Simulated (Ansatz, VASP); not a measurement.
GaO: VASP beside Ansatz

```xyz
8
Lattice="3.1047 0.0000 0.0000 -1.5523 2.6887 0.0000 0.0000 0.0000 13.9146" Properties=species:S:1:pos:R:3 pbc="T T T"
Ga    0.0000    1.7925    2.2260
Ga    1.5523    0.8962    9.1833
Ga    0.0000    1.7925    4.7313
Ga    1.5523    0.8962   11.6887
O     0.0000    1.7925    8.4554
O     1.5523    0.8962    1.4981
O     0.0000    1.7925   12.4165
O     1.5523    0.8962    5.4592
```

Alike in both runs: functional PBE; k mesh 12 × 12 × 2; no spin polarisation.

Ansatz relaxed the structure, and its values are those at the end. VASP's run is a single point on that final structure, the one shown.

```csv
,VASP,Ansatz
version,VASP 6.6.1,Ansatz 0.2.0
potentials or method,"VASP PAW PBE potentials, release 64 (Ga_d, O), cutoff 520 eV","scalar-relativistic, plane waves, PAW"
occupations,"gaussian, width 0.01 eV",fixed
valence electrons in the cell,76,76
```

```tsv
	VASP	Ansatz	Ansatz less VASP
gap on the k mesh at the Fermi level (eV)	1.19	1.21	+0.020
least direct gap on the mesh (eV)	1.36	1.37	+0.016
pressure (GPa)	0.5	0.0	-0.45
rms of the force components (eV/Å)	0.026	0.000	-0.0264
```
